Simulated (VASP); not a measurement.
# BeS (F-43m) in VASP: further runs, part 2 of 2

VASP 6.6.1. The steps go on from the part before.

## (4) Single point, PBE0

POSCAR

```
BeS
1.0
    0.0000000000      2.4250000000      2.4250000000
    2.4250000000      0.0000000000      2.4250000000
    2.4250000000      2.4250000000      0.0000000000
S Be
1 1
Direct
    0.2500000000      0.2500000000      0.2500000000
    0.0000000000      0.0000000000      0.0000000000
```

INCAR.step1

```
SYSTEM = BeS
ALGO     = Normal         ! electronic algorithm
EDIFF    = 1E-5           ! SCF threshold, eV
ENCUT    = 520            ! plane-wave cutoff, eV
GGA      = PE             ! functional
GGA_COMPAT= .FALSE.      
ISIF     = 2              ! what is computed and relaxed
ISMEAR   = -1             ! smearing method
LASPH    = .TRUE.         ! aspherical terms in the spheres
LCHARG   = .FALSE.        ! write CHGCAR
LREAL    = .FALSE.        ! projectors in reciprocal space
LWAVE    = .TRUE.         ! write WAVECAR
NBANDS   = 11             ! bands
NELM     = 120            ! most SCF steps
PREC     = Accurate       ! precision mode
SIGMA    = 0.15           ! smearing width, eV
```

INCAR.step2

```
SYSTEM = BeS
AEXX     = 0.25           ! exact-exchange fraction
ALGO     = Normal         ! electronic algorithm
EDIFF    = 1E-6           ! SCF threshold, eV
ENCUT    = 520            ! plane-wave cutoff, eV
GGA      = PE             ! functional
GGA_COMPAT= .FALSE.      
ISIF     = 2              ! what is computed and relaxed
ISMEAR   = -1             ! smearing method
ISTART   = 1            
LASPH    = .TRUE.         ! aspherical terms in the spheres
LCHARG   = .FALSE.        ! write CHGCAR
LHFCALC  = .TRUE.         ! exact exchange
LREAL    = .FALSE.        ! projectors in reciprocal space
LWAVE    = .FALSE.        ! write WAVECAR
NBANDS   = 11             ! bands
NELM     = 120            ! most SCF steps
PREC     = Accurate       ! precision mode
PRECFOCK = Normal       
SIGMA    = 0.15           ! smearing width, eV
```

KPOINTS

```
k-points
0
G
  5 5 5
  0 0 0
```

Potentials or basis: VASP PAW PBE potentials, release 64 (S, Be).

Run with:

```sh
$ cat potpaw_PBE.64/S/POTCAR potpaw_PBE.64/Be/POTCAR > POTCAR
$ cp INCAR.step1 INCAR
$ mpirun -np 1 vasp_std > vasp.out
$ cp INCAR.step2 INCAR
$ mpirun -np 1 vasp_std > vasp.out
```

OUTCAR:

```text
SYSTEM = BeS
   AEXX = 0.25
   EDIFF = 1E-6
   ENCUT = 520
   GGA = PE
   ISIF = 2
   ISMEAR = -1
   ISTART = 1
   LASPH = .TRUE.
   LHFCALC = .TRUE.
   LREAL = .FALSE.
   NELM = 120
   PREC = Accurate
   PRECFOCK = Normal

 ion  position               nearest neighbor table
   1  0.250  0.250  0.250-   2 2.10   2 2.10   2 2.10   2 2.10
   2  0.000  0.000  0.000-   1 2.10   1 2.10   1 2.10   1 2.10

  LATTYP: Found a face centered cubic cell.
 ALAT       =     4.8500000000

  Lattice vectors:

 A1 = (   0.0000000000,   2.4250000000,   2.4250000000)
 A2 = (   2.4250000000,   0.0000000000,   2.4250000000)
 A3 = (   2.4250000000,   2.4250000000,   0.0000000000)

Analysis of symmetry for initial positions (statically):
=====================================================================
 Subroutine PRICEL returns:
 Original cell was already a primitive cell.

 Routine SETGRP: Setting up the symmetry group for a
 face centered cubic supercell.

 Subroutine GETGRP returns: Found 24 space group operations
 (whereof 24 operations were pure point group operations)
 out of a pool of 48 trial point group operations.

The static configuration has the point symmetry T_d .

Analysis of symmetry for dynamics (positions and initial velocities):
=====================================================================
 Subroutine PRICEL returns:
 Original cell was already a primitive cell.

 Routine SETGRP: Setting up the symmetry group for a
 face centered cubic supercell.

 Subroutine GETGRP returns: Found 24 space group operations
 (whereof 24 operations were pure point group operations)
 out of a pool of 48 trial point group operations.

The dynamic configuration has the point symmetry T_d .

 Subroutine INISYM returns: Found 24 space group operations
 (whereof 24 operations are pure point group operations),
 and found     1 'primitive' translations

----------------------------------------------------------------------------------------

                                     Primitive cell

  volume of cell :      28.5210

  direct lattice vectors                    reciprocal lattice vectors
     0.000000000  2.425000000  2.425000000    -0.206185567  0.206185567  0.206185567
     2.425000000  0.000000000  2.425000000     0.206185567 -0.206185567  0.206185567
     2.425000000  2.425000000  0.000000000     0.206185567  0.206185567 -0.206185567

  length of vectors
     3.429467889  3.429467889  3.429467889     0.357123878  0.357123878  0.357123878

  position of ions in fractional coordinates (direct lattice)
     0.250000000  0.250000000  0.250000000
     0.000000000  0.000000000  0.000000000

  ion indices of the primitive-cell ions
   primitive index   ion index
                 1           1
                 2           2

----------------------------------------------------------------------------------------

 KPOINTS: k-points

Automatic generation of k-mesh.
 Grid dimensions read from file:
 generate k-points for:    5    5    5

 Generating k-lattice:

  Cartesian coordinates                     Fractional coordinates (reciprocal lattice)
    -0.041237113  0.041237113  0.041237113     0.200000000  0.000000000  0.000000000
[... 30 lines left out ...]
   dimension x,y,z NGXF=    56 NGYF=   56 NGZF=   56
   ions per type =               1   1
   NGX,Y,Z   is equivalent  to a cutoff of  13.57, 13.57, 13.57 a.u.
   NGXF,Y,Z  is equivalent  to a cutoff of  27.15, 27.15, 27.15 a.u.
 SYSTEM =  BeS
   PREC   = accura    normal or accurate (medium, high low for compatibility)
   ISTART =      1    job   : 0-new  1-cont  2-samecut
   ICHARG =      0    charge: 1-file 2-atom 10-const
   ISPIN  =      1    spin polarized calculation?
   LNONCOLLINEAR =      F non collinear calculations
   LSORBIT =      F    spin-orbit coupling
   LASPH  =      T    aspherical Exc in radial PAW
   ENCUT  =  520.0 eV  38.22 Ry    6.18 a.u.   6.38  6.38  6.38*2*pi/ulx,y,z
   NELM   =    120;   NELMIN=  2; NELMDL=  0     # of ELM steps
   EDIFF  = 0.1E-05   stopping-criterion for ELM
   LREAL  =      F    real-space projection
   EDIFFG = 0.1E-04   stopping-criterion for IOM
   NSW    =      0    number of steps for IOM
   IBRION =     -1    ionic relax: 0-MD 1-quasi-New 2-CG
   NFREE  =      0    steps in history (QN), initial steepest desc. (CG)
   ISIF   =      2    stress and relaxation
   ISYM   =      3    0-nonsym 1-usesym 2-fastsym
   POTIM  = 0.5000    time-step for ionic-motion
   TEBEG  =    0.0;   TEEND  =   0.0 temperature during run
   PSTRESS=    0.0 pullay stress
   NELECT =       8.0000    total number of electrons
   NUPDOWN=      -1.0000    fix difference up-down
   EMIN   =  10.00;   EMAX   =-10.00  energy-range for DOS
   EFERMI =   0.00;   METHOD = LEGACY
   ISMEAR =    -1;   SIGMA  =   0.15  broadening in eV -4-tet -1-fermi 0-gaus
   EFERMI_NEDOS =   21; number of points for ismear=-14 and -15
   IALGO  =     38    algorithm
   IMIX   =      1    mixing-type and parameters
     AMIX     =   0.40;   BMIX     =  1.00
     AMIX_MAG =   1.60;   BMIX_MAG =  1.00
  volume/ion in A,a.u.               =      14.26        96.23
  Fermi-wavevector in a.u.,A,eV,Ry     =   1.071642  2.025110 15.625158  1.148417
  Thomas-Fermi vector in A             =   2.207388
   LORBIT       =      0    0 simple, 1 ext, 2 COOP (PROOUT), +10 PAW based schemes
   GGA     = PE    functional components
   LHFCALC =     T    Hartree Fock is set to
   PRECFOCK=normal    Normal, Fast or Accurate (Low or Medium for compatibility)
   ENCUT4O =  -1.0   cutoff for four orbital integrals eV
   NKREDX  =     1    reduce k-point grid by
   NKREDY  =     1    reduce k-point grid by
   NKREDZ  =     1    reduce k-point grid by
   AEXX    =    0.2500 exact exchange contribution
   HFSCREEN=    0.0000 screening length (either q_TF or 0.3 A-1)
   HFSCREENC=   0.0000 screening length for correlation (either q_TF or 0.3 A-1)
   ENCUTFOCK=  -1.0 apply spherical cutoff to Coloumb kernel
   IVDW    =     0    specifies the selected vdW correction
   LEPSILON=     F    determine dielectric tensor
   LRPA    =     F    only Hartree local field effects (RPA)
 non-spin polarized calculation
  energy-cutoff  :      520.00
  volume of cell :       28.52
 maximum number of plane-waves:       785
 NGX is ok and might be reduce to    28
  NGX = 20; NGY = 20; NGZ = 20

 number of electron       7.9999999 magnetization

 Free energy of the ion-electron system (eV)
  ---------------------------------------------------
  ext. energy  EPLUGINS =         0.00000000
  ---------------------------------------------------
  free energy    TOTEN  =       -11.99404694 eV

  energy without entropy =      -11.99404692  energy(sigma->0) =      -11.99404693

 E-fermi :   5.6566     XC(G=0):  -7.6963

 val. band max:        3.1354628731   @ k =   0.0000   0.0000   0.0000
 cond. band min:       8.2456732208   @ k =   0.4000   0.4000   0.0000
 fundamental gap:      5.1102103477
 Fermi energy:         5.6566362684

 k-point     1 :       0.0000    0.0000    0.0000
  band No.  band energies     occupation
      1     -11.9973      2.00000
      2       3.1355      2.00000
      3       3.1355      2.00000
      4       3.1355      2.00000
      5      10.7652      0.00000
      6      10.7652      0.00000
      7      10.7652      0.00000
      8      10.9445      0.00000
      9      18.1937      0.00000
     10      18.1937      0.00000
     11      20.1685      0.00000
[... 113 lines left out ...]
 k-point    10 :      -0.4000    0.4000    0.2000
  band No.  band energies     occupation
      1      -9.7598      2.00000
      2      -1.9186      2.00000
      3      -0.7382      2.00000
      4       0.3127      2.00000
      5      11.0347      0.00000
      6      12.3077      0.00000
      7      13.3945      0.00000
      8      16.6790      0.00000
      9      17.5837      0.00000
     10      20.2828      0.00000
     11      23.0269      0.00000

------------------------ aborting loop because EDIFF is reached ----------------------------------------

  FORCE on cell =-STRESS in cart. coord.  units (eV):
  Direction    XX          YY          ZZ          XY          YZ          ZX
  --------------------------------------------------------------------------------------
  -------------------------------------------------------------------------------------
  Total        0.0197842      0.0197842      0.0197842     -0.0000000      0.0000000     -0.0000000
  in kB        1.1113826      1.1113826      1.1113826     -0.0000000      0.0000000     -0.0000000
  external PRESSURE =       1.1113826 kB  Pullay stress =       0.0000000 kB

 VOLUME and BASIS-vectors are now :
 -----------------------------------------------------------------------------
  energy-cutoff  :      520.00
  volume of cell :       28.52
      direct lattice vectors                 reciprocal lattice vectors
     0.000000000  2.425000000  2.425000000    -0.206185567  0.206185567  0.206185567
     2.425000000  0.000000000  2.425000000     0.206185567 -0.206185567  0.206185567
     2.425000000  2.425000000  0.000000000     0.206185567  0.206185567 -0.206185567

 POSITION                                       TOTAL-FORCE (eV/Angst)
 -----------------------------------------------------------------------------------
      1.21250      1.21250      1.21250        -0.000000     -0.000000     -0.000000
      0.00000      0.00000      0.00000         0.000000      0.000000      0.000000
 -----------------------------------------------------------------------------------
    total drift:                               -0.000000     -0.000000     -0.000000

  FREE ENERGIE OF THE ION-ELECTRON SYSTEM (eV)
  ---------------------------------------------------
  free  energy   TOTEN  =       -11.9940469399 eV

  energy  without entropy=      -11.9940469229  energy(sigma->0) =      -11.99404693
```

Wall time 2.7 min (1 thread of AMD EPYC 7R13 (Zen 3), shared host); peak memory 0.13 GiB.

Results:

```
Free energy            : -11.9940 eV
Pressure               : 0.1 GPa
Band gap on the k mesh : 5.11 eV (least direct gap 7.63 eV)
```

Caveat: the k points lie up to 0.45 Å⁻¹ apart; the PAW data sets were made with another functional, which shifts forces and pressure a little; an odd mesh through Γ misses points on the zone boundary, where band edges can lie.

## (5) Single point, LDA (13.40 Å³/atom)

This run uses another cell than the first one, of 13.40 Å³/atom.

INCAR

```
ALGO = Normal
EDIFF = 1E-6
ENCUT = 520
ISIF = 2
ISMEAR = -1
LASPH = True
LCHARG = False
LREAL = False
LWAVE = False
NBANDS = 11
NELM = 80
PREC = Accurate
SIGMA = 0.05
```

KPOINTS

```
k-points
0
Gamma
  9 9 9
```

POSCAR

```
BeS
1.0
    0.0000000000      2.3754963136      2.3754963136
    2.3754963136      0.0000000000      2.3754963136
    2.3754963136      2.3754963136      0.0000000000
S Be
1 1
Direct
    0.7500000000      0.7500000000      0.7500000000
    0.0000000000      0.0000000000      0.0000000000
```

Potentials or basis: VASP PAW LDA potentials, release 64 (S, Be).

Run with:

```sh
$ cat potpaw_LDA.64/S/POTCAR potpaw_LDA.64/Be/POTCAR > POTCAR
$ mpirun -np 1 vasp_std > vasp.out
```

It took 6.4 s on 1 thread of AMD EPYC 9R45 (Zen 5), shared host; peak memory 0.1 GiB.

Results (log left out):

```yaml
Free_energy: -11.1349 eV
Pressure: 3.1 GPa
Band_gap_on_the_k_mesh: 2.87 eV (least direct gap 5.51 eV)
```

Levels at points of the mesh, in eV from the valence-band top:
```
           k point  band 1  band 2  band 3  band 4  band 5  band 6  band 7  band 8  band 9
(0.00, 0.00, 0.00)  -14.09    0.00    0.00    0.00    5.51    5.51    5.51    6.21   12.94
```

Caveat: the cell stands under pressure; an odd mesh through Γ misses points on the zone boundary, where band edges can lie.

## (6) Single point, LDA (13.69 Å³/atom)

This run uses another cell than the first one, of 13.69 Å³/atom.

INCAR

```
SYSTEM = BeS
ALGO = Normal ; EDIFF = 1E-6
ENCUT = 520 ; ISIF = 2
ISMEAR = -1 ; LASPH = .True.
LCHARG = .True. ; LELF = .True.
LREAL = .False. ; LVHAR = .True.
LWAVE = .False. ; NBANDS = 11
NELM = 100 ; PREC = Accurate
SIGMA = 0.05
```

KPOINTS

```
k-points
0
Gamma
  9 9 9
  0 0 0
```

POSCAR

```
BeS
1.0
    0.0000000000      2.3922257121      2.3922257121
    2.3922257121      0.0000000000      2.3922257121
    2.3922257121      2.3922257121      0.0000000000
S Be
1 1
Direct
    0.7500000000      0.7500000000      0.7500000000
    0.0000000000      0.0000000000      0.0000000000
```

Potentials or basis: VASP PAW LDA potentials, release 64 (S, Be).

Run with:

```sh
$ cat potpaw_LDA.64/S/POTCAR potpaw_LDA.64/Be/POTCAR > POTCAR
$ mpirun -np 1 vasp_std > vasp.out
```

Wall time 6.9 s (1 thread of AMD EPYC 9R45 (Zen 5), shared host); peak memory 0.1 GiB.

Results (log left out):

| Item | Value |
| --- | --- |
| Free energy | -11.1419 eV |
| Pressure | 0.8 GPa |
| Band gap on the k mesh | 2.92 eV (least direct gap 5.52 eV) |

Levels at points of the mesh, in eV from the valence-band top:
| k point | band 1 | band 2 | band 3 | band 4 | band 5 | band 6 | band 7 | band 8 |
| --- | --- | --- | --- | --- | --- | --- | --- | --- |
| (0.00, 0.00, 0.00) | -13.94 | 0.00 | 0.00 | 0.00 | 5.52 | 5.52 | 5.52 | 6.03 |

Caveat: an odd mesh through Γ misses points on the zone boundary, where band edges can lie.

## (7) Overview

```tsv
level	potentials or basis	spin	cell	k mesh	cutoff (eV)	smearing	grid for exact exchange (PRECFOCK)	share of exact exchange	gap on the mesh (eV)	pressure (GPa)
pbe exchange, pbesol correlation	VASP PAW PBE potentials, release 64 (S, Be)	collinear	a = 3.429 Å, angles 60.0°, 2 atoms	9 × 9 × 9	600	methfessel-paxton 0.01 eV	-	-	3.28	2.1
r2SCAN+rVV10	VASP PAW PBE potentials, release 64 (S, Be)	off	a = 3.429 Å, angles 60.0°, 2 atoms	9 × 9 × 9	660	fermi-dirac 0.01 eV	-	-	3.62	0.9
PBE0	VASP PAW PBE potentials, release 64 (S, Be)	off	a = 3.429 Å, angles 60.0°, 2 atoms	5 × 5 × 5	520	fermi-dirac 0.15 eV	Normal	0.25	5.11	0.1
LDA	VASP PAW LDA potentials, release 64 (S, Be)	off	a = 3.359 Å, angles 60.0°, 2 atoms	9 × 9 × 9	520	fermi-dirac 0.05 eV	-	-	2.87	3.1
LDA	VASP PAW LDA potentials, release 64 (S, Be)	off	a = 3.383 Å, angles 60.0°, 2 atoms	9 × 9 × 9	520	fermi-dirac 0.05 eV	-	-	2.92	0.8
```

Alike in all rows: task single point.

Caveats: some runs use coarse meshes; an odd mesh through Γ misses points on the zone boundary, where band edges can lie; the PAW data sets were made with another functional, which shifts forces and pressure a little (at least some runs); the cell stands under pressure (at least some runs).

Total energies depend on the potentials used, so only differences within one code and one set of settings carry meaning.
